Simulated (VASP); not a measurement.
Runs of VASP 6.6.1 on Si5Ge. The structure is that of space group P-3m1 (No. 164), or close to it. The cells are those of the table. 

```csv
task,cell,k mesh,cutoff (eV),k mesh for the DOS,occupations for the DOS,gap on the mesh (eV),pressure (GPa),largest force (eV/Å)
single point,"a = 2.862, b = 2.862, c = 13.175 Å, angles 90.0, 90.0, 120.0°, 6 atoms",18 × 18 × 4,520,-,-,none,(a),0.01
single point,"a = 2.821, b = 2.821, c = 13.821 Å, angles 90.0, 90.0, 120.0°, 6 atoms",6 × 6 × 2,520,-,-,none,-3.0,0.64
single point,"a = 2.859, b = 2.859, c = 13.524 Å, angles 90.0, 90.0, 120.0°, 6 atoms",6 × 6 × 2,520,-,-,none,-0.2,0.01
relaxation of cell and atoms,"relaxed from a = 2.821, b = 2.821, c = 13.821 Å, angles 90.0, 90.0, 120.0°, 6 atoms",6 × 6 × 2,600,-,-,-,0.2,0.01
```

Alike in all rows: level PBE; potentials or basis VASP PAW PBE potentials, release 64 (Si, Ge_d); no spin polarisation; smearing gaussian 0.1 eV.

Task: Fill in the values left out.

Result: (a) 0.0.

Caveats: some runs use coarse meshes; the bands computed are all filled at some k points, so no gap is given (some runs).

A k mesh can miss the band edges, and the runs leave out spin-orbit coupling on Ge.

A gap of «none» marks levels without a gap at the run's occupations.
